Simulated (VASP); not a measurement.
A run of VASP 6.6.1 is set up as follows.

File INCAR:

```
SYSTEM = BeC3
  ALGO = Normal
  EDIFF = 1E-6
  EDIFFG = -0.04
  ENCUT = 600
  GGA = PE
  IBRION = 2
  ISIF = 3
  ISMEAR = 0
  LASPH = .TRUE.
  LCHARG = .FALSE.
  LREAL = .FALSE.
  LWAVE = .FALSE.
  NELM = 100
  NSW = 90
  PREC = Accurate
  SIGMA = 0.1
```

Contents of KPOINTS:

```
k-points
0
G
  6 6 6
  0 0 0
```

Contents of POSCAR:

```
BeC3
1.0
    1.9613044500      1.1323596500      3.2210590400
   -1.9613044500      1.1323596500      3.2210590400
    0.0000000000     -2.2647193100      3.2210590400
Be C
1 3
Direct
    0.0000000000      0.0000000000      0.0000000000
    0.5000000000      0.5000000000      0.5000000000
    0.7313341400      0.7313341400      0.7313341400
    0.2686658600      0.2686658600      0.2686658600
```

Potentials or basis: VASP PAW PBE potentials, release 64 (Be, C).

Launch:

```sh
$ cat potpaw_PBE.64/Be/POTCAR potpaw_PBE.64/C/POTCAR > POTCAR
$ mpirun -np 1 vasp_std > vasp.out
```

Question: Estimate the space group after relaxing (to 0.05 Å).

Answer: R-3m (No. 166).

Question: Predict the relaxed volume.

Answer: 11.20 Å³/atom.

Question: Predict the band gap on the k mesh.

Answer: Zero (band 7 reaches 3.14 eV, above the bottom of band 8 at 0.59 eV).

Question: Estimate the relaxed cell.

Answer: a = 3.555 Å, b = 3.555 Å, c = 3.555 Å, α = 92.77°, β = 92.77°, γ = 92.77°.

Stress tensor (GPa, compression positive):
```
 0.02  0.00  0.00
 0.00  0.02  0.00
 0.00  0.00 -0.08
```
